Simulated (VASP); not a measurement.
Co: single point with PBEsol

Crystal: Co.

```
Co
1.0
     2.47200    0.00000    0.00000
    -1.23600    2.14081    0.00000
     0.00000    0.00000    4.02114
Co
2
Direct
  0.33333 0.66667 0.25000
  0.66667 0.33333 0.75000
```

```json
{
  "Program": "VASP 6.6.1",
  "Task": "single point",
  "Functional": "PBEsol",
  "Potentials or basis": "VASP PAW PBE potentials, release 64 (Co)",
  "Cutoff": "600 eV",
  "k mesh": "9 × 9 × 4",
  "Occupations": "gaussian, width 0.1 eV",
  "Spin": "collinear spin, ferromagnetic start",
  "Starting moments": "[3.0, 3.0] μB"
}
```

```yaml
Pressure: -7.6 GPa
Net_moment: 3.08 μB per cell
Site_moments: Co +1.55 μB
Valence_electrons_inside_the_program's_atomic_spheres: Co 8.31
```

Stress tensor (GPa, compression positive):
```
-7.28  0.00  0.00
 0.00 -7.28  0.00
 0.00  0.00 -8.37
```

Levels at points of the mesh, in eV from the Fermi level:
Spin up:
| k point | band 8 | band 9 | band 10 | band 11 | band 12 | band 13 |
| --- | --- | --- | --- | --- | --- | --- |
| (0.00, 0.00, 0.00) | -1.87 | -1.87 | -0.75 | -0.75 | -0.24 | 6.43 |
| (0.00, 0.00, 0.50) | -2.63 | -1.07 | -1.07 | -1.07 | -1.07 | 15.04 |
Spin down:
| k point | band 4 | band 5 | band 6 | band 7 | band 8 | band 9 | band 10 | band 11 | band 12 | band 13 |
| --- | --- | --- | --- | --- | --- | --- | --- | --- | --- | --- |
| (0.00, 0.00, 0.00) | -1.03 | -1.03 | -0.66 | -0.66 | -0.21 | -0.19 | -0.19 | 1.04 | 1.04 | 7.42 |
| (0.00, 0.00, 0.50) | -1.64 | -1.09 | -1.09 | -1.09 | -1.09 | 0.69 | 0.69 | 0.69 | 0.69 | 15.48 |

Wall time 20 s on 1 thread of Intel(R) Xeon(R) 6975P-C (Granite Rapids) (shared host), peak memory 0.15 GiB.

Caveat: the k points lie up to 0.39 Å⁻¹ apart; the PAW data sets were made with another functional, which shifts forces and pressure a little.
